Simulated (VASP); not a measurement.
# Ge (P6_3mc) in VASP: notebook

The runs below take Ge through single point, with r2SCAN, LDA, PBEsol.

All numbers are computed with VASP 6.6.1; they aren't measurements. Logs are shortened: lines on timing, memory, paths and dates and some standing lists are left out, and cuts for length are marked.

## (1) The cell of the first run

The structure is hexagonal, space group P6_3mc (No. 186). The conventional cell has a = 3.996 Å, b = 3.996 Å, c = 10.845 Å, α = 90.00°, β = 90.00°, γ = 120.00°. Within 3.2 Å of Ge (site symmetry 3m) lie 3 Ge at 2.40 Å. Ge (site symmetry 3m) has 3 Ge at 2.40 Å within 3.2 Å.

## (2) Single point, r2SCAN

POSCAR reads:

```
Ge
1.0
    3.9956626301      0.0000000000      0.0000000000
   -1.9978313150      3.4603453426      0.0000000000
    0.0000000000      0.0000000000     10.8447818813
Ge
4
Direct
    0.6666666667      0.3333333333      0.4148480000
    0.3333333333      0.6666666667      0.9148480000
    0.0000000000      0.0000000000      0.4774520000
    0.0000000000      0.0000000000      0.9774520000
```

INCAR.step1 reads:

```
SYSTEM = Ge
ALGO     = Normal         ! electronic algorithm
EDIFF    = 1E-4           ! SCF threshold, eV
ENCUT    = 520            ! plane-wave cutoff, eV
GGA      = PE             ! functional
ISMEAR   = -1             ! smearing method
LASPH    = .True.         ! aspherical terms in the spheres
LCHARG   = .False.        ! write CHGCAR
LREAL    = .False.        ! projectors in reciprocal space
LWAVE    = .True.         ! write WAVECAR
NBANDS   = 36             ! bands
NELM     = 60             ! most SCF steps
PREC     = Accurate       ! precision mode
SIGMA    = 0.05           ! smearing width, eV
```

INCAR.step2 reads:

```
SYSTEM = Ge
ALGO     = Normal         ! electronic algorithm
EDIFF    = 1E-6           ! SCF threshold, eV
ENCUT    = 520            ! plane-wave cutoff, eV
ISIF     = 2              ! what is computed and relaxed
ISMEAR   = -1             ! smearing method
ISTART   = 1            
LASPH    = .True.         ! aspherical terms in the spheres
LCHARG   = .False.        ! write CHGCAR
LMIXTAU  = .True.       
LREAL    = .False.        ! projectors in reciprocal space
LWAVE    = .False.        ! write WAVECAR
METAGGA  = R2SCAN         ! meta-GGA
NBANDS   = 36             ! bands
NELM     = 60             ! most SCF steps
PREC     = Accurate       ! precision mode
SIGMA    = 0.05           ! smearing width, eV
```

KPOINTS reads:

```
k-points
0
Gamma
  6 6 2
  0 0 0
```

Potentials or basis: VASP PAW PBE potentials, release 64 (Ge_d).

The run is started by

```console
cat potpaw_PBE.64/Ge_d/POTCAR > POTCAR
cp INCAR.step1 INCAR
mpirun -np 1 vasp_std > vasp.out
cp INCAR.step2 INCAR
mpirun -np 1 vasp_std > vasp.out
```

OUTCAR:

```text
SYSTEM = Ge
   EDIFF = 1E-6
   ENCUT = 520
   ISIF = 2
   ISMEAR = -1
   ISTART = 1
   LASPH = .True.
   LREAL = .False.
   METAGGA = R2SCAN
   NELM = 60
   PREC = Accurate

 ion  position               nearest neighbor table
   1  0.667  0.333  0.415-   3 2.40   3 2.40   3 2.40
   2  0.333  0.667  0.915-   4 2.40   4 2.40   4 2.40
   3  0.000  0.000  0.477-   1 2.40   1 2.40   1 2.40
   4  0.000  0.000  0.977-   2 2.40   2 2.40   2 2.40

  LATTYP: Found a hexagonal cell.
 ALAT       =     3.9956626301
 C/A-ratio  =     2.7141385260

  Lattice vectors:

 A1 = (   3.9956626301,   0.0000000000,   0.0000000000)
 A2 = (  -1.9978313150,   3.4603453426,   0.0000000000)
 A3 = (   0.0000000000,   0.0000000000,  10.8447818813)

Analysis of symmetry for initial positions (statically):
=====================================================================
 Subroutine PRICEL returns:
 Original cell was already a primitive cell.

 Routine SETGRP: Setting up the symmetry group for a
 hexagonal supercell.

 Subroutine GETGRP returns: Found 12 space group operations
 (whereof  6 operations were pure point group operations)
 out of a pool of 24 trial point group operations.

The static configuration has the point symmetry C_3v.
 The point group associated with its full space group is C_6v.

Analysis of symmetry for dynamics (positions and initial velocities):
=====================================================================
 Subroutine PRICEL returns:
 Original cell was already a primitive cell.

 Routine SETGRP: Setting up the symmetry group for a
 hexagonal supercell.

 Subroutine GETGRP returns: Found 12 space group operations
 (whereof  6 operations were pure point group operations)
 out of a pool of 24 trial point group operations.

The dynamic configuration has the point symmetry C_3v.
 The point group associated with its full space group is C_6v.

 Subroutine INISYM returns: Found 12 space group operations
 (whereof  6 operations are pure point group operations),
 and found     1 'primitive' translations

----------------------------------------------------------------------------------------

                                     Primitive cell

  volume of cell :     149.9440

  direct lattice vectors                    reciprocal lattice vectors
     3.995662630  0.000000000  0.000000000     0.250271380  0.144494249  0.000000000
    -1.997831315  3.460345343  0.000000000     0.000000000  0.288988497  0.000000000
     0.000000000  0.000000000 10.844781881     0.000000000  0.000000000  0.092210246

  length of vectors
     3.995662630  3.995662630 10.844781881     0.288988497  0.288988497  0.092210246

  position of ions in fractional coordinates (direct lattice)
     0.666666667  0.333333333  0.414848000
     0.333333333  0.666666667  0.914848000
     0.000000000  0.000000000  0.477452000
     0.000000000  0.000000000  0.977452000

  ion indices of the primitive-cell ions
   primitive index   ion index
                 1           1
                 2           2
                 3           3
                 4           4

----------------------------------------------------------------------------------------

 KPOINTS: k-points

Automatic generation of k-mesh.
 Grid dimensions read from file:
 generate k-points for:    6    6    2

 Generating k-lattice:

  Cartesian coordinates                     Fractional coordinates (reciprocal lattice)
     0.041711897  0.024082375  0.000000000     0.166666667  0.000000000  0.000000000
     0.000000000  0.048164750  0.000000000     0.000000000  0.166666667  0.000000000
     0.000000000  0.000000000  0.046105123     0.000000000  0.000000000  0.500000000

  Length of vectors
     0.048164750  0.048164750  0.046105123

  Shift w.r.t. Gamma in fractional coordinates (k-lattice)
     0.000000000  0.000000000  0.000000000

 Subroutine IBZKPT returns following result:
 ===========================================

 Found     14 irreducible k-points:

 Following reciprocal coordinates:
            Coordinates               Weight
  0.000000  0.000000  0.000000      1.000000
  0.166667 -0.000000  0.000000      6.000000
  0.333333  0.000000  0.000000      6.000000
  0.500000  0.000000  0.000000      3.000000
  0.166667  0.166667  0.000000      6.000000
  0.333333  0.166667  0.000000     12.000000
  0.333333  0.333333  0.000000      2.000000
  0.000000  0.000000  0.500000      1.000000
  0.166667 -0.000000  0.500000      6.000000
  0.333333  0.000000  0.500000      6.000000
  0.500000  0.000000  0.500000      3.000000
  0.166667  0.166667  0.500000      6.000000
  0.333333  0.166667  0.500000     12.000000
  0.333333  0.333333  0.500000      2.000000
   k-points           NKPTS =     14   k-points in BZ     NKDIM =     14   number of bands    NBANDS=     36
   number of dos      NEDOS =    301   number of ions     NIONS =      4
   total plane-waves  NPLWV =  75600
   dimension x,y,z NGX =    30 NGY =   30 NGZ =   84
   dimension x,y,z NGXF=    60 NGYF=   60 NGZF=  168
   ions per type =               4
   NGX,Y,Z   is equivalent  to a cutoff of  12.48, 12.48, 12.88 a.u.
   NGXF,Y,Z  is equivalent  to a cutoff of  24.96, 24.96, 25.75 a.u.
 SYSTEM =  Ge
   PREC   = accura    normal or accurate (medium, high low for compatibility)
   ISTART =      1    job   : 0-new  1-cont  2-samecut
   ICHARG =      0    charge: 1-file 2-atom 10-const
   ISPIN  =      1    spin polarized calculation?
   LNONCOLLINEAR =      F non collinear calculations
   LSORBIT =      F    spin-orbit coupling
   LASPH  =      T    aspherical Exc in radial PAW
   ENCUT  =  520.0 eV  38.22 Ry    6.18 a.u.   7.43  7.43 20.16*2*pi/ulx,y,z
   NELM   =     60;   NELMIN=  2; NELMDL=  0     # of ELM steps
   EDIFF  = 0.1E-05   stopping-criterion for ELM
   LREAL  =      F    real-space projection
   EDIFFG = 0.1E-04   stopping-criterion for IOM
   NSW    =      0    number of steps for IOM
   IBRION =     -1    ionic relax: 0-MD 1-quasi-New 2-CG
   NFREE  =      0    steps in history (QN), initial steepest desc. (CG)
   ISIF   =      2    stress and relaxation
   ISYM   =      2    0-nonsym 1-usesym 2-fastsym
   POTIM  = 0.5000    time-step for ionic-motion
   TEBEG  =    0.0;   TEEND  =   0.0 temperature during run
   PSTRESS=    0.0 pullay stress
   NELECT =      56.0000    total number of electrons
   NUPDOWN=      -1.0000    fix difference up-down
   EMIN   =  10.00;   EMAX   =-10.00  energy-range for DOS
   EFERMI =   0.00;   METHOD = LEGACY
   ISMEAR =    -1;   SIGMA  =   0.05  broadening in eV -4-tet -1-fermi 0-gaus
   EFERMI_NEDOS =   21; number of points for ismear=-14 and -15
   IALGO  =     38    algorithm
   IMIX   =      4    mixing-type and parameters
     AMIX     =   0.40;   BMIX     =  1.00
     AMIX_MAG =   1.60;   BMIX_MAG =  1.00
  volume/ion in A,a.u.               =      37.49       252.97
  Fermi-wavevector in a.u.,A,eV,Ry     =   1.178948  2.227888 18.910973  1.389917
  Thomas-Fermi vector in A             =   2.315267
   LORBIT       =      0    0 simple, 1 ext, 2 COOP (PROOUT), +10 PAW based schemes
   METAGGA = R2SCAN    functional components
   LHFCALC =     F    Hartree Fock is set to
   AEXX    =    0.0000 exact exchange contribution
   IVDW    =     0    specifies the selected vdW correction
   LEPSILON=     F    determine dielectric tensor
   LRPA    =     F    only Hartree local field effects (RPA)
 non-spin polarized calculation
  energy-cutoff  :      520.00
  volume of cell :      149.94
 maximum number of plane-waves:      4060
 NGX is ok and might be reduce to    30
   NGX = 15   NGY = 15   NGZ = 41

 number of electron      56.0000047 magnetization

 Free energy of the ion-electron system (eV)
  ---------------------------------------------------
  ext. energy  EPLUGINS =         0.00000000
  ---------------------------------------------------
  free energy    TOTEN  =       -53.20109699 eV

  energy without entropy =      -53.18927413  energy(sigma->0) =      -53.19518556

 E-fermi :   0.8345     XC(G=0):  -7.9455

 val. band max:        0.8332815693   @ k =   0.3333   0.3333   0.5000
 cond. band min:       0.8395494809   @ k =   0.3333   0.3333   0.5000
 fundamental gap:      0.0062679115
 Fermi energy:         0.8344566455

 k-point     1 :       0.0000    0.0000    0.0000
  band No.  band energies     occupation
      1     -24.3641      2.00000
      2     -24.3641      2.00000
      3     -24.3641      2.00000
      4     -24.3641      2.00000
      5     -24.3064      2.00000
      6     -24.3064      2.00000
[... 28 lines left out ...]
     35       5.0454      0.00000
     36       5.0455      0.00000

 k-point     2 :       0.1667   -0.0000    0.0000
  band No.  band energies     occupation
      1     -24.3767      2.00000
      2     -24.3767      2.00000
      3     -24.3744      2.00000
      4     -24.3744      2.00000
      5     -24.3242      2.00000
      6     -24.3241      2.00000
[... 28 lines left out ...]
     35       6.1158      0.00000
     36       6.1639      0.00000

 k-point     3 :       0.3333    0.0000    0.0000
  band No.  band energies     occupation
      1     -24.3852      2.00000
      2     -24.3852      2.00000
      3     -24.3847      2.00000
      4     -24.3847      2.00000
      5     -24.3464      2.00000
      6     -24.3463      2.00000
[... 28 lines left out ...]
     35       7.8141      0.00000
     36       8.0760      0.00000
[... 352 lines left out ...]
 k-point    13 :       0.3333    0.1667    0.5000
  band No.  band energies     occupation
      1     -24.4037      2.00000
      2     -24.4037      2.00000
      3     -24.3745      2.00000
      4     -24.3745      2.00000
      5     -24.3591      2.00000
      6     -24.3591      2.00000
[... 28 lines left out ...]
     35       7.4127      0.00000
     36       7.4127      0.00000

 k-point    14 :       0.3333    0.3333    0.5000
  band No.  band energies     occupation
      1     -24.4153      2.00000
      2     -24.4153      2.00000
      3     -24.3677      2.00000
      4     -24.3677      2.00000
      5     -24.3667      2.00000
      6     -24.3667      2.00000
[... 28 lines left out ...]
     35       7.8220      0.00000
     36       7.8220      0.00000

------------------------ aborting loop because EDIFF is reached ----------------------------------------

  FORCE on cell =-STRESS in cart. coord.  units (eV):
  Direction    XX          YY          ZZ          XY          YZ          ZX
  --------------------------------------------------------------------------------------
  -------------------------------------------------------------------------------------
  Total       -0.3160141     -0.3160141     -0.7074399     -0.0000000      0.0000000      0.0000000
  in kB       -3.3766650     -3.3766650     -7.5591171     -0.0000000      0.0000000      0.0000000
  external PRESSURE =      -4.7708157 kB  Pullay stress =       0.0000000 kB

 VOLUME and BASIS-vectors are now :
 -----------------------------------------------------------------------------
  energy-cutoff  :      520.00
  volume of cell :      149.94
      direct lattice vectors                 reciprocal lattice vectors
     3.995662630  0.000000000  0.000000000     0.250271380  0.144494249  0.000000000
    -1.997831315  3.460345343  0.000000000     0.000000000  0.288988497  0.000000000
     0.000000000  0.000000000 10.844781881     0.000000000  0.000000000  0.092210246

 POSITION                                       TOTAL-FORCE (eV/Angst)
 -----------------------------------------------------------------------------------
      1.99783      1.15345      4.49894         0.000000      0.000000      0.152732
     -0.00000      2.30690      9.92133         0.000000     -0.000000      0.152732
      0.00000      0.00000      5.17786         0.000000      0.000000     -0.152732
      0.00000      0.00000     10.60025        -0.000000     -0.000000     -0.152732
 -----------------------------------------------------------------------------------
    total drift:                               -0.000000     -0.000000     -0.005764

  FREE ENERGIE OF THE ION-ELECTRON SYSTEM (eV)
  ---------------------------------------------------
  free  energy   TOTEN  =       -53.2010969907 eV

  energy  without entropy=      -53.1892741317  energy(sigma->0) =      -53.19518556
```

It took 4.1 min on 1 thread of Intel Xeon Platinum 8259CL at 2.50GHz (Skylake/Cascade Lake), shared host; peak memory 0.3 GiB.

Results:

| Property | Result |
| --- | --- |
| Free energy | -53.2011 eV |
| Pressure | -0.5 GPa |
| Largest force | 0.153 eV/Å |
| Band gap on the k mesh | zero (filled and empty bands overlap) |

Forces in eV/Å, atoms in the order of the input:
```
Ge   0.000  0.000  0.153
Ge   0.000  0.000  0.153
Ge   0.000  0.000 -0.153
Ge   0.000  0.000 -0.153
```

Stress tensor (GPa, compression positive):
```
-0.34  0.00  0.00
 0.00 -0.34  0.00
 0.00  0.00 -0.76
```

Levels at points of the mesh, in eV from the Fermi level:
```
           k point  band 26  band 27  band 28  band 29  band 30  band 31
(0.00, 0.00, 0.00)    -0.49    -0.47    -0.47     0.98     1.12     1.79
(0.50, 0.00, 0.00)    -2.13    -1.34    -1.13     0.65     0.91     1.93
(0.00, 0.00, 0.50)    -0.48    -0.48    -0.48     1.00     1.00     2.85
(0.50, 0.00, 0.50)    -2.15    -1.22    -1.22     0.73     0.73     1.97
```

Caveat: the PAW data sets were made with another functional, which shifts forces and pressure a little.

## (3) Single point, r2SCAN

This run uses another cell than the first one, of 38.27 Å³/atom, 1.021 times its volume.

POSCAR reads:

```
Ge
1.0
    4.0232197949      0.0000000000      0.0000000000
   -2.0116098974      3.4842105474      0.0000000000
    0.0000000000      0.0000000000     10.9195758440
Ge
4
Direct
    0.6666666667      0.3333333333      0.4148480000
    0.3333333333      0.6666666667      0.9148480000
    0.0000000000      0.0000000000      0.4774520000
    0.0000000000      0.0000000000      0.9774520000
```

INCAR.step1 reads:

```
SYSTEM = Ge
  ALGO = Normal
  EDIFF = 1E-4
  ENCUT = 520
  GGA = PE
  ISMEAR = -1
  LASPH = .True.
  LCHARG = .False.
  LREAL = .False.
  LWAVE = .True.
  NBANDS = 36
  NELM = 60
  PREC = Accurate
  SIGMA = 0.05
```

INCAR.step2 reads:

```
SYSTEM = Ge
  ALGO = Normal
  EDIFF = 1E-6
  ENCUT = 520
  ISIF = 2
  ISMEAR = -1
  ISTART = 1
  LASPH = .True.
  LCHARG = .False.
  LMIXTAU = .True.
  LREAL = .False.
  LWAVE = .False.
  METAGGA = R2SCAN
  NBANDS = 36
  NELM = 60
  PREC = Accurate
  SIGMA = 0.05
```

KPOINTS is that of step 2.

Potentials or basis: VASP PAW PBE potentials, release 64 (Ge_d).

The run is started by

```console
cat potpaw_PBE.64/Ge_d/POTCAR > POTCAR
cp INCAR.step1 INCAR
mpirun -np 1 vasp_std > vasp.out
cp INCAR.step2 INCAR
mpirun -np 1 vasp_std > vasp.out
```

It took 4.3 min on 1 thread of Intel Xeon Platinum 8259CL at 2.50GHz (Skylake/Cascade Lake), shared host; peak memory 0.3 GiB.

It converged, with:

* Free energy: -53.1846 eV
* Pressure: -1.2 GPa
* Largest force: 0.194 eV/Å
* Band gap on the k mesh: zero (filled and empty bands overlap)

Forces on the atoms (eV/Å):
```
Ge   0.000  0.000  0.194
Ge   0.000  0.000  0.194
Ge   0.000  0.000 -0.194
Ge   0.000  0.000 -0.194
```

Stress tensor (GPa, compression positive):
```
-1.37  0.00  0.00
 0.00 -1.37  0.00
 0.00  0.00 -0.87
```

Levels at points of the mesh, in eV from the Fermi level:
| k point | band 25 | band 26 | band 27 | band 28 | band 29 | band 30 | band 31 | band 32 |
| --- | --- | --- | --- | --- | --- | --- | --- | --- |
| (0.00, 0.00, 0.00) | -0.50 | -0.50 | -0.49 | -0.49 | 0.83 | 0.98 | 1.81 | 4.09 |
| (0.50, 0.00, 0.00) | -2.14 | -2.11 | -1.32 | -1.12 | 0.65 | 0.90 | 1.90 | 1.96 |
| (0.00, 0.00, 0.50) | -0.50 | -0.50 | -0.50 | -0.50 | 0.87 | 0.87 | 2.84 | 2.84 |
| (0.50, 0.00, 0.50) | -2.13 | -2.13 | -1.21 | -1.21 | 0.73 | 0.73 | 1.94 | 1.94 |

Caveat: the PAW data sets were made with another functional, which shifts forces and pressure a little.

(Part 1 of 2 ends here.)
